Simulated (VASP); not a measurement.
Crystal: Ni.

```
Ni
1.0
     0.00000    1.71409    1.71409
     1.71409    0.00000    1.71409
     1.71409    1.71409    0.00000
Ni
1
Direct
  0.00000 0.00000 0.00000
```

Base run:

| Property | Result |
| --- | --- |
| Program | VASP 6.6.1 |
| Functional | r2SCAN |
| Potentials or basis | VASP PAW PBE potentials, release 64 (Ni) |
| Cutoff | 520 eV |
| k mesh | 13 × 13 × 13 |
| Occupations | fermi-dirac, width 0.05 eV |
| Spin | collinear spin, ferromagnetic start |
| Starting moments | [1.0] μB |

Its results: pressure 10.3 GPa; net moment 0.66 μB per cell; site moments Ni +0.67 μB.

**Question.** The run is repeated on the same cell with these changes: functional from r2SCAN to PBEsol. What comes out?

**Answer.** Pressure 7.4 GPa; net moment 0.62 μB per cell; site moments Ni +0.62 μB.

Caveats: the PAW data sets were made with another functional, which shifts forces and pressure a little.
